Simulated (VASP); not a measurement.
Al, 2 atoms in the cell. It takes space group P6_3/mmc (No. 194, hexagonal). The conventional cell has a = 2.935 Å, b = 2.935 Å, c = 4.721 Å, α = 90.00°, β = 90.00°, γ = 120.00°. Within 3.8 Å of Al (site symmetry -6m2) lie 12 Al at 2.91 to 2.93 Å.  This cell differs from its parent crystal: volume scaled by 1.04.

* Program: VASP 6.6.1
* Task: single point
* Functional: RPBE
* Potentials or basis: VASP PAW PBE potentials, release 64 (Al)
* Cutoff: 520 eV
* k mesh: 14 × 14 × 8
* Occupations: fermi-dirac, width 0.1 eV
* Spin: no spin polarisation
* Dipole correction: no
* Further INCAR settings: ALGO = Normal; EDIFF = 1e-07; NBANDS = 10

Potentials or basis: VASP PAW PBE potentials, release 64 (Al).

Command:

```sh
$ cat potpaw_PBE.64/Al/POTCAR > POTCAR
$ mpirun -np 1 vasp_std > vasp.out
```

Hardware: 1 thread of Intel Xeon 8259CL, with other jobs on the host.

Estimate the wall time of this run.

Run time: 46 s on 1 thread of Intel Xeon 8259CL, with other jobs on the host, peak memory 0.17 GiB. Counts: scf iterations 11, k points 120.
